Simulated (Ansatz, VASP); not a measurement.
## One calculation of Mg2BeS3, two programs

```
Mg Be S
1.0
     5.79846   -3.34551    0.00000
     5.79846    3.34551    0.00000
     0.00000    0.00000    6.13370
Mg Be S
4 2 6
Cartesian
  7.6710 1.1550 6.1236
  3.9259 -1.1550 3.0568
  3.9259 1.1550 6.1236
  7.6710 -1.1550 3.0568
  5.7985 2.3019 3.0390
  5.7985 -2.3019 6.1059
  4.0596 1.2308 3.6607
  7.5373 1.2308 3.6607
  5.7985 -2.4696 3.9635
  7.5373 -1.2308 0.5939
  4.0596 -1.2308 0.5939
  5.7985 2.4696 0.8966
```

Alike in both runs: functional PBE; k mesh 4 × 4 × 4; occupations gaussian, width 0.02 eV; no spin polarisation.

Ansatz relaxed the structure, and its values are those at the end. VASP's run is a single point on that final structure, the one shown.

```csv
,VASP,Ansatz
version,VASP 6.6.1,Ansatz 0.2.0
potentials or method,"VASP PAW PBE potentials, release 64 (Mg, Be, S), cutoff 520 eV","scalar-relativistic, plane waves, PAW"
valence electrons in the cell,48,80
```

Ansatz gave:

| Item | Value |
| --- | --- |
| gap on the k mesh at the Fermi level (eV) | 3.74 |
| least direct gap on the mesh (eV) | 3.74 |
| pressure (GPa) | 0.0 |
| rms of the force components (eV/Å) | 0.002 |

Estimate VASP's values.

gap on the k mesh at the Fermi level (eV): 3.74; least direct gap on the mesh (eV): 3.74; pressure (GPa): -0.1; rms of the force components (eV/Å): 0.006.

VASP's potentials hold 48 valence electrons a cell and Ansatz's 80, so a difference there can come from the potentials and not from the codes.
